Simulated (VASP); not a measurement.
# Ir (P6_3/mmc) in VASP: a series of runs, part 2 of 2

VASP 6.6.1. The steps go on from the part before.

## 3. Single point, PBE

This run uses another cell than the first one, of the same volume but with other edges.

File INCAR:

```
  ALGO = Normal
  EDIFF = 1E-6
  ENCUT = 520
  GGA = PE
  ISIF = 2
  ISMEAR = 0
  LASPH = True
  LCHARG = True
  LELF = True
  LREAL = False
  LVHAR = True
  LWAVE = False
  NBANDS = 16
  NELM = 80
  PREC = Accurate
  SIGMA = 0.15
```

File KPOINTS:

```
k-points
0
Gamma
  18 18 10
```

File POSCAR:

```
Ir
1.0
    2.7203000000      0.0000000000      0.0000000000
   -1.3601500000      2.3558489059      0.0000000000
    0.0000000000      0.0000000000      4.6905000000
Ir
2
Direct
    0.6666666667      0.3333333333      0.7500000000
    0.3333333333      0.6666666667      0.2500000000
```

Potentials or basis: VASP PAW PBE potentials, release 64 (Ir).

The run is started by

```bash
$ cat potpaw_PBE.64/Ir/POTCAR > POTCAR
$ mpirun -np 1 vasp_std > vasp.out
```

OUTCAR:

```text
EDIFF = 1E-6
   ENCUT = 520
   GGA = PE
   ISIF = 2
   ISMEAR = 0
   LASPH = True
   LREAL = False
   NELM = 80
   PREC = Accurate

 ion  position               nearest neighbor table
   1  0.667  0.333  0.750-   2 2.82   2 2.82   2 2.82   2 2.82   2 2.82   2 2.82
   2  0.333  0.667  0.250-   1 2.82   1 2.82   1 2.82   1 2.82   1 2.82   1 2.82

  LATTYP: Found a hexagonal cell.
 ALAT       =     2.7203000000
 C/A-ratio  =     1.7242583539

  Lattice vectors:

 A1 = (   2.7203000000,   0.0000000000,   0.0000000000)
 A2 = (  -1.3601500000,   2.3558489059,   0.0000000000)
 A3 = (   0.0000000000,   0.0000000000,   4.6905000000)

Analysis of symmetry for initial positions (statically):
=====================================================================
 Subroutine PRICEL returns:
 Original cell was already a primitive cell.

 Routine SETGRP: Setting up the symmetry group for a
 hexagonal supercell.

 Subroutine GETGRP returns: Found 24 space group operations
 (whereof 12 operations were pure point group operations)
 out of a pool of 24 trial point group operations.

The static configuration has the point symmetry D_3d.
 The point group associated with its full space group is D_6h.

Analysis of symmetry for dynamics (positions and initial velocities):
=====================================================================
 Subroutine PRICEL returns:
 Original cell was already a primitive cell.

 Routine SETGRP: Setting up the symmetry group for a
 hexagonal supercell.

 Subroutine GETGRP returns: Found 24 space group operations
 (whereof 12 operations were pure point group operations)
 out of a pool of 24 trial point group operations.

The dynamic configuration has the point symmetry D_3d.
 The point group associated with its full space group is D_6h.
[... 107 lines left out ...]
   POTIM  = 0.5000    time-step for ionic-motion
   TEBEG  =    0.0;   TEEND  =   0.0 temperature during run
   PSTRESS=    0.0 pullay stress
   NELECT =      18.0000    total number of electrons
   NUPDOWN=      -1.0000    fix difference up-down
   EMIN   =  10.00;   EMAX   =-10.00  energy-range for DOS
   EFERMI =   0.00;   METHOD = LEGACY
   ISMEAR =     0;   SIGMA  =   0.15  broadening in eV -4-tet -1-fermi 0-gaus
   EFERMI_NEDOS =   21; number of points for ismear=-14 and -15
   IALGO  =     38    algorithm
   IMIX   =      4    mixing-type and parameters
     AMIX     =   0.40;   BMIX     =  1.00
     AMIX_MAG =   1.60;   BMIX_MAG =  1.00
  volume/ion in A,a.u.               =      15.03       101.43
  Fermi-wavevector in a.u.,A,eV,Ry     =   1.379869  2.607574 25.906018  1.904039
  Thomas-Fermi vector in A             =   2.504799
   LORBIT       =      0    0 simple, 1 ext, 2 COOP (PROOUT), +10 PAW based schemes
   GGA     = PE    functional components
   LHFCALC =     F    Hartree Fock is set to
   AEXX    =    0.0000 exact exchange contribution
   IVDW    =     0    specifies the selected vdW correction
   LEPSILON=     F    determine dielectric tensor
   LRPA    =     F    only Hartree local field effects (RPA)
 non-spin polarized calculation
 Gauss-broadening in eV      SIGMA  =   0.15
  energy-cutoff  :      520.00
  volume of cell :       30.06
 maximum number of plane-waves:       831
   NGX = 11   NGY = 11   NGZ = 17

 number of electron      18.0000000 magnetization

 Free energy of the ion-electron system (eV)
  ---------------------------------------------------
  ext. energy  EPLUGINS =         0.00000000
  ---------------------------------------------------
  free energy    TOTEN  =       -17.46567419 eV

  energy without entropy =      -17.43708898  energy(sigma->0) =      -17.45138158

 E-fermi :   9.4130     XC(G=0): -13.6259

 val. band max:        9.4023478118   @ k =   0.3889   0.2222   0.0000
 cond. band min:       9.4170979521   @ k =   0.2222   0.2222   0.4000
 fundamental gap:      0.0147501403
 Fermi energy:         9.4130272207

 k-point     1 :       0.0000    0.0000    0.0000
  band No.  band energies     occupation
      1      -1.0923      2.00000
      2       1.7458      2.00000
      3       5.3422      2.00000
      4       5.9970      2.00000
      5       5.9970      2.00000
      6       6.4665      2.00000
[... 433 lines left out ...]
      3       3.2952      2.00000
      4       5.8224      2.00000
      5       5.9360      2.00000
      6       6.1338      2.00000
[... 8 lines left out ...]
     15      19.5838      0.00000
     16      22.3937      0.00000

 [... further k-points ...]
[... 5 lines left out ...]
  --------------------------------------------------------------------------------------
  -------------------------------------------------------------------------------------
  Total       -0.3976957     -0.3976957     -3.8933760      0.0000000     -0.0000000      0.0000000
  in kB      -21.1971783    -21.1971783   -207.5169401      0.0000000     -0.0000000      0.0000000
  external PRESSURE =     -83.3037655 kB  Pullay stress =       0.0000000 kB

 VOLUME and BASIS-vectors are now :
 -----------------------------------------------------------------------------
  energy-cutoff  :      520.00
  volume of cell :       30.06
      direct lattice vectors                 reciprocal lattice vectors
     2.720300000  0.000000000  0.000000000     0.367606514  0.212237720  0.000000000
    -1.360150000  2.355848906  0.000000000     0.000000000  0.424475440  0.000000000
     0.000000000  0.000000000  4.690500000     0.000000000  0.000000000  0.213196887

 POSITION                                       TOTAL-FORCE (eV/Angst)
 -----------------------------------------------------------------------------------
      1.36015      0.78528      3.51788        -0.000000      0.000000      0.000000
     -0.00000      1.57057      1.17263         0.000000     -0.000000      0.000000
 -----------------------------------------------------------------------------------
    total drift:                               -0.000000      0.000000     -0.000000

  FREE ENERGIE OF THE ION-ELECTRON SYSTEM (eV)
  ---------------------------------------------------
  free  energy   TOTEN  =       -17.4656741852 eV

  energy  without entropy=      -17.4370889837  energy(sigma->0) =      -17.45138158
```

OSZICAR:

```text
N       E                     dE             d eps       ncg     rms          rms(c)
DAV:   1     0.140662586491E+03    0.14066E+03   -0.83955E+03  7104   0.112E+03
DAV:   2    -0.147967518596E+02   -0.15546E+03   -0.13994E+03  7112   0.304E+02
DAV:   3    -0.185547479583E+02   -0.37580E+01   -0.37015E+01  9872   0.557E+01
DAV:   4    -0.185955090401E+02   -0.40761E-01   -0.40753E-01  8024   0.498E+00
DAV:   5    -0.185966447069E+02   -0.11357E-02   -0.11357E-02  9976   0.865E-01    0.187E+01
DAV:   6    -0.176325037885E+02    0.96414E+00   -0.13089E+00  8840   0.146E+01    0.750E+00
DAV:   7    -0.174769652664E+02    0.15554E+00   -0.36116E-01  9600   0.723E+00    0.215E+00
DAV:   8    -0.174697092563E+02    0.72560E-02   -0.53003E-03  7984   0.644E-01    0.119E+00
DAV:   9    -0.174656593700E+02    0.40499E-02   -0.45890E-03  9136   0.843E-01    0.244E-02
DAV:  10    -0.174656687167E+02   -0.93467E-05   -0.28859E-05 10336   0.451E-02    0.110E-02
DAV:  11    -0.174656739396E+02   -0.52230E-05   -0.19943E-06  8688   0.117E-02    0.185E-03
DAV:  12    -0.174656741852E+02   -0.24560E-06   -0.82616E-08  5632   0.293E-03
   1 F= -.17465674E+02 E0= -.17451382E+02  d E =-.285852E-01
```

stdout:

```text
POSCAR found type information on POSCAR Ir
 POSCAR found :  1 types and       2 ions
 scaLAPACK will be used
 LDA part: xc-table for (Slater+PW92), standard interpolation
 POSCAR, INCAR and KPOINTS ok, starting setup
 FFT: planning ... GRIDC
 FFT: planning ... GRID_SOFT
 FFT: planning ... GRID
 WAVECAR not read
 entering main loop
```

Wall time 44 s (1 thread of AMD EPYC 9R45 (Zen 5), shared host); peak memory 0.18 GiB.

Results:

* Free energy: -17.4657 eV
* Pressure: -8.3 GPa
* Band gap on the k mesh: zero (band 9 reaches 10.65 eV, above the bottom of band 10 at 7.30 eV)

Levels at points of the mesh, in eV from the Fermi level:
| k point | band 7 | band 8 | band 9 | band 10 | band 11 | band 12 |
| --- | --- | --- | --- | --- | --- | --- |
| (0.00, 0.00, 0.00) | -2.95 | -1.61 | -1.61 | -1.11 | 0.36 | 0.36 |
| (0.50, 0.00, 0.00) | -2.85 | 0.70 | 1.09 | 1.35 | 2.93 | 4.42 |
| (0.00, 0.00, 0.50) | -3.42 | -3.42 | -0.32 | -0.32 | -0.32 | -0.32 |
| (0.50, 0.00, 0.50) | -0.73 | -0.73 | 1.24 | 1.24 | 1.98 | 1.98 |

Caveat: spin-orbit coupling is left out, which moves the levels of the heavy elements.

## 4. Single point, PBE

This run uses another cell than the first one, of 15.15 Å³/atom, 1.008 times its volume.

File INCAR:

```
SYSTEM = Ir
ALGO = Normal
EDIFF = 1E-7
ENCUT = 520
GGA = PE
ISIF = 2
ISMEAR = 0
LASPH = .True.
LCHARG = .False.
LREAL = .False.
LWAVE = .False.
NBANDS = 16
NELM = 60
PREC = Accurate
SIGMA = 0.15
```

File KPOINTS:

```
k-points
0
Gamma
  18 18 10
  0 0 0
```

File POSCAR:

```
Ir
1.0
    2.8760000000      0.0000000000      0.0000000000
   -1.4380000000      2.4906890613      0.0000000000
    0.0000000000      0.0000000000      4.2303000000
Ir
2
Direct
    0.6666666667      0.3333333333      0.7500000000
    0.3333333333      0.6666666667      0.2500000000
```

The run is started by

```bash
$ cat potpaw_PBE.64/Ir/POTCAR > POTCAR
$ mpirun -np 1 vasp_std > vasp.out
```

It took 44 s on 1 thread of AMD EPYC 9R45 (Zen 5), shared host; peak memory 0.19 GiB.

Results (log left out):

| Quantity | Value |
| --- | --- |
| Free energy | -17.3640 eV |
| Pressure | -8.0 GPa |
| Band gap on the k mesh | zero (band 9 reaches 10.01 eV, above the bottom of band 10 at 7.48 eV) |

Stress tensor (GPa, compression positive):
```
-15.88   0.00   0.00
  0.00 -15.88   0.00
  0.00   0.00   7.64
```

Levels at points of the mesh, in eV from the Fermi level:
```tsv
k point	band 5	band 6	band 7	band 8	band 9	band 10	band 11	band 12	band 13	band 14
(0.00, 0.00, 0.00)	-2.94	-2.94	-2.77	-2.77	-2.71	0.19	0.19	0.33	7.74	13.81
(0.50, 0.00, 0.00)	-3.52	-2.78	-2.16	-0.01	0.60	1.23	2.31	3.48	8.41	9.99
(0.00, 0.00, 0.50)	-3.97	-3.97	-3.64	-3.64	-0.37	-0.37	-0.37	-0.37	13.51	13.51
(0.50, 0.00, 0.50)	-2.36	-2.36	-0.95	-0.95	0.39	0.39	1.75	1.75	6.88	6.88
```

Caveat: spin-orbit coupling is left out, which moves the levels of the heavy elements.

## 5. Single point, PBE

This run uses another cell than the first one, of 15.10 Å³/atom, 1.005 times its volume.

File INCAR:

```
PREC     = Accurate       # precision mode
ENCUT    = 520            # plane-wave cutoff, eV
EDIFF    = 1E-6           # SCF threshold, eV
ISMEAR   = 0              # smearing method
SIGMA    = 0.15           # smearing width, eV
LREAL    = False          # projectors in reciprocal space
LASPH    = True           # aspherical terms in the spheres
NELM     = 60             # most SCF steps
ALGO     = Normal         # electronic algorithm
ISIF     = 2              # what is computed and relaxed
LWAVE    = False          # write WAVECAR
LCHARG   = True           # write CHGCAR
GGA      = PE             # functional
LELF     = True           # ELF
LVHAR    = True         
NBANDS   = 16             # bands
```

File KPOINTS:

```
Automatic mesh
0
Gamma
  18 18 10
```

File POSCAR:

```
Ir
1.0
    2.6929000000      0.0000000000      0.0000000000
   -1.3464500000      2.3321198099      0.0000000000
    0.0000000000      0.0000000000      4.8092000000
Ir
2
Direct
    0.6666666667      0.3333333333      0.7500000000
    0.3333333333      0.6666666667      0.2500000000
```

The run is started by

```bash
$ cat potpaw_PBE.64/Ir/POTCAR > POTCAR
$ mpirun -np 1 vasp_std > vasp.out
```

Run time: 42 s. Hardware: 1 thread of AMD EPYC 9R45 (Zen 5), shared host; peak memory 0.18 GiB.

Results (log left out):

| Property | Result |
| --- | --- |
| Free energy | -17.3530 eV |
| Pressure | -7.6 GPa |
| Band gap on the k mesh | zero (band 9 reaches 10.75 eV, above the bottom of band 10 at 7.49 eV) |

Stress tensor (GPa, compression positive):
```
  2.22   0.00   0.00
  0.00   2.22   0.00
  0.00   0.00 -27.15
```

Levels at points of the mesh, in eV from the Fermi level:
| k point | band 5 | band 6 | band 7 | band 8 | band 9 | band 10 | band 11 | band 12 | band 13 | band 14 |
| --- | --- | --- | --- | --- | --- | --- | --- | --- | --- | --- |
| (0.00, 0.00, 0.00) | -3.35 | -2.95 | -2.95 | -1.32 | -1.29 | -1.29 | 0.44 | 0.44 | 5.33 | 15.02 |
| (0.50, 0.00, 0.00) | -2.99 | -2.90 | -2.63 | 0.61 | 1.34 | 1.55 | 3.00 | 4.51 | 7.96 | 9.04 |
| (0.00, 0.00, 0.50) | -3.32 | -3.32 | -3.32 | -3.32 | -0.21 | -0.21 | -0.21 | -0.21 | 11.95 | 11.95 |
| (0.50, 0.00, 0.50) | -1.43 | -1.43 | -0.67 | -0.67 | 1.46 | 1.46 | 1.98 | 1.98 | 7.66 | 7.66 |

Caveat: spin-orbit coupling is left out, which moves the levels of the heavy elements.

## 6. Summary

| cell | gap on the mesh (eV) | pressure (GPa) |
| --- | --- | --- |
| a = 2.830, b = 2.830, c = 4.334 Å, angles 90.0, 90.0, 120.0°, 2 atoms | none | -8.1 |
| a = 2.720, b = 2.720, c = 4.691 Å, angles 90.0, 90.0, 120.0°, 2 atoms | none | -8.3 |
| a = 2.876, b = 2.876, c = 4.230 Å, angles 90.0, 90.0, 120.0°, 2 atoms | none | -8.0 |
| a = 2.693, b = 2.693, c = 4.809 Å, angles 90.0, 90.0, 120.0°, 2 atoms | none | -7.6 |

Alike in all rows: task single point; level PBE; potentials or basis VASP PAW PBE potentials, release 64 (Ir); no spin polarisation; k mesh 18 × 18 × 10; cutoff (eV) 520; smearing gaussian 0.15 eV.

Caveats: spin-orbit coupling is left out, which moves the levels of the heavy elements.

Total energies depend on the potentials used, so only differences within one code and one set of settings carry meaning.
